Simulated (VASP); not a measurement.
PtS2, 3 atoms in the cell. Symmetry: P-3m1, No. 164, trigonal system. Conventional cell: a = 3.366 Å, b = 3.366 Å, c = 4.787 Å, α = 90.00°, β = 90.00°, γ = 120.00°. Pt (site symmetry -3m) has 6 S at 2.28 Å within 3.0 Å. S (site symmetry 3m) has 3 Pt at 2.28 Å within 3.0 Å.  This cell differs from its parent crystal: strain -0.050 along x and y, -0.050 along z.

```yaml
Program: VASP 6.6.1
Task: single point
Functional: LDA
Potentials_or_basis: VASP PAW LDA potentials, release 64 (Pt, S)
Cutoff: 520 eV
k_mesh: 12 × 12 × 8
Occupations: gaussian, width 0.05 eV
Spin: no spin polarisation
Dipole_correction: no
Further_INCAR_settings: ALGO = Normal; EDIFF = 1e-06; NBANDS = 18
```

Potentials or basis: VASP PAW LDA potentials, release 64 (Pt, S).

Command:

```console
$ cat potpaw_LDA.64/Pt/POTCAR potpaw_LDA.64/S/POTCAR > POTCAR
$ mpirun -np 1 vasp_std > vasp.out
```

Hardware: 1 thread of Intel(R) Xeon(R) Platinum 8259CL CPU @ 2.50GHz (Skylake/Cascade Lake) (shared host).

How long does it take, and how much memory?

It took 80 s on 1 thread of Intel(R) Xeon(R) Platinum 8259CL CPU @ 2.50GHz (Skylake/Cascade Lake), on a shared host, peak memory 0.23 GiB. Counts: scf iterations 14, k points 131.
